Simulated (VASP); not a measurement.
Runs of VASP 6.6.1 on Si3Ge. The structure is tetragonal, space group P-4m2 (No. 115). The conventional cell has a = 3.888 Å, b = 3.888 Å, c = 5.484 Å, α = 90.00°, β = 90.00°, γ = 90.00°. Si (site symmetry 2mm) has 2 Si at 2.36 Å and 2 Ge at 2.39 Å within 3.1 Å. Si (site symmetry -4m2) has 4 Si at 2.36 Å within 3.1 Å. Within 3.2 Å of Ge (site symmetry -4m2) lie 4 Si at 2.39 Å. 

```csv
level,k mesh,grid for exact exchange (PRECFOCK),share of exact exchange,screening parameter,gap on the mesh (eV),pressure (GPa),largest force (eV/Å)
PBE-based screened hybrid,4 × 4 × 2,Normal,0.35,0.5 1/Å,(b),0.4,(a)
HSE06,4 × 4 × 2,Normal,-,0.2079 1/Å,0.96,-0.1,0.05
r2SCAN,4 × 4 × 4,-,-,-,0.57,0.0,0.03
PBE-based screened hybrid,4 × 4 × 2,Normal,1,0.1 1/Å,4.29,-6.2,0.04
PBEsol,4 × 4 × 4,-,-,-,0.26,-0.2,0.03
```

Alike in all rows: task single point; potentials or basis VASP PAW PBE potentials, release 64 (Si, Ge_d); no spin polarisation; cell as given; cutoff (eV) 520; smearing gaussian 0.01 eV.

Q: Fill in the values left out.

A: (a) 0.07; (b) 0.74.

Caveats: some runs use coarse meshes; the PAW data sets were made with another functional, which shifts forces and pressure a little.

A k mesh can miss the band edges, and the runs leave out spin-orbit coupling on Ge.
